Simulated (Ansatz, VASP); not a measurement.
## One calculation of Ti, two programs

```xyz
1
Lattice="-1.5097 1.5097 1.5097 1.5097 -1.5097 1.5097 1.5097 1.5097 -1.5097" Properties=species:S:1:pos:R:3 pbc="T T T"
Ti    0.0000    0.0000    0.0000
```

Change from the starting cell: strain -0.080 along x and y, -0.080 along z, atoms carried along.

Alike in both runs: task single point; functional PBE; k mesh 14 × 14 × 14; occupations gaussian, width 0.15 eV; no spin polarisation.

```csv
,VASP,Ansatz
version,VASP 6.6.1,Ansatz 0.2.0
potentials or method,"VASP PAW PBE potentials, release 64 (Ti_sv), cutoff 500 eV","scalar-relativistic, plane waves, PAW"
valence electrons in the cell,12,12
```

```tsv
	VASP	Ansatz	Ansatz less VASP
gap on the k mesh at the Fermi level (eV)	none	none	-
pressure (GPa)	33.7	34.5	+0.75
```

A gap of «none» marks a metal or a gap that the smearing closes. Both programs put the cell under a high pressure, so it lies far from rest at this level.
